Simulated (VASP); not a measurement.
Ge: relaxation of cell and atoms with PBEsol

Crystal: Ge.

```
CELL_PARAMETERS angstrom
0.00000 2.82868 2.82868
2.82868 0.00000 2.82868
2.82868 2.82868 0.00000
ATOMIC_POSITIONS crystal
Ge 0.50000 0.50000 0.50000
Ge 0.75000 0.75000 0.75000
```

* Program: VASP 6.6.1
* Task: relaxation of cell and atoms
* Functional: PBEsol
* Potentials or basis: VASP PAW PBE potentials, release 64 (Ge_d)
* Cutoff: 600 eV
* k mesh: 10 × 10 × 10
* Occupations: fermi-dirac, width 0.05 eV
* Spin: no spin polarisation
* Dipole correction: no
* Further INCAR settings: ALGO = Normal; EDIFF = 1e-07; IBRION = 2; EDIFFG = -0.003; NSW = 100; ISIF = 3

```
Relaxed volume                         : 22.84 Å³/atom
Relaxed cell                           : a = 4.012 Å, b = 4.012 Å, c = 4.012 Å, α = 60.00°, β = 60.00°, γ = 60.00°
Space group after relaxing (to 0.05 Å) : Fd-3m (No. 227)
Energy gained by relaxing              : 0.4 meV/atom
Ionic steps                            : 5
Pressure after relaxing                : 0.0 GPa
Band gap on the k mesh                 : zero (filled and empty bands touch)
```

Step by step:
```
step  energy change (eV)  largest force (eV/Å)  pressure (GPa)  volume (Å³)
   1              0.0000                0.0000            0.60        45.27
   2             -0.0007                0.0000           -0.10        45.82
   3             -0.0008                0.0000           -0.06        45.71
   4             -0.0008                0.0000            0.03        45.66
   5             -0.0008                0.0000           -0.01        45.68
```

Final structure:
```yaml
crystal:
  lattice:
    - [0.00000, 2.83721, 2.83721]
    - [2.83721, 0.00000, 2.83721]
    - [2.83721, 2.83721, 0.00000]
  atoms:
    - { symbol: Ge, position: [0.50000, 0.50000, 0.50000] }
    - { symbol: Ge, position: [0.75000, 0.75000, 0.75000] }
```

Levels at points of the mesh, in eV from the Fermi level:
```csv
k point,band 10,band 11,band 12,band 13,band 14,band 15,band 16,band 17,band 18
"(0.00, 0.00, 0.00)",-24.50,-12.73,-0.09,-0.01,-0.01,-0.01,2.52,2.52,2.52
"(0.50, 0.00, 0.00)",-24.47,-10.66,-7.59,-1.40,-1.40,0.09,3.70,3.70,6.96
"(0.50, 0.50, 0.00)",-24.46,-8.87,-8.87,-3.06,-3.06,0.67,0.67,9.41,9.41
```

Wall time 42 s on 1 thread of Intel(R) Xeon(R) 6975P-C (Granite Rapids), on a shared host, peak memory 0.19 GiB.

Caveat: the PAW data sets were made with another functional, which shifts forces and pressure a little. Zero-point motion and thermal expansion aren't in these numbers.
